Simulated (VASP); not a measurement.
Input of a VASP 6.6.1 run:

Contents of POSCAR:

```
Pt
1.0
   -1.5842200000      1.5842200000      1.5842200000
    1.5842200000     -1.5842200000      1.5842200000
    1.5842200000      1.5842200000     -1.5842200000
Pt
1
Direct
    0.0000000000      0.0000000000      0.0000000000
```

Contents of INCAR.step1:

```
PREC = Accurate
ENCUT = 550
ISMEAR = 1
SIGMA = 0.2
LREAL = False
LASPH = True
NELM = 120
NBANDS = 11
GGA = PE
ALGO = Normal
EDIFF = 1E-5
LWAVE = True
LCHARG = False
GGA_COMPAT = False
```

File INCAR.step2:

```
PREC = Accurate
ENCUT = 550
EDIFF = 1E-6
ISMEAR = 1
SIGMA = 0.2
LREAL = False
LASPH = True
NELM = 120
ALGO = Normal
ISIF = 2
LWAVE = False
LCHARG = False
METAGGA = R2SCAN
LMIXTAU = True
NBANDS = 11
ISTART = 1
GGA_COMPAT = False
```

Contents of KPOINTS:

```
regular mesh
0
Gamma
  13 13 13
```

Potentials or basis: VASP PAW PBE potentials, release 64 (Pt).

The run is started by

```console
$ cat potpaw_PBE.64/Pt/POTCAR > POTCAR
$ cp INCAR.step1 INCAR
$ mpirun -np 1 vasp_std > vasp.out
$ cp INCAR.step2 INCAR
$ mpirun -np 1 vasp_std > vasp.out
```

Predict the pressure.

-5.9 GPa.

What does it give for the band gap on the k mesh?

Zero (bands 5 and 6 overlap by 2.20 eV).

Caveat: the cell stands under tension; the PAW data sets were made with another functional, which shifts forces and pressure a little; spin-orbit coupling is left out, which moves the levels of the heavy elements.
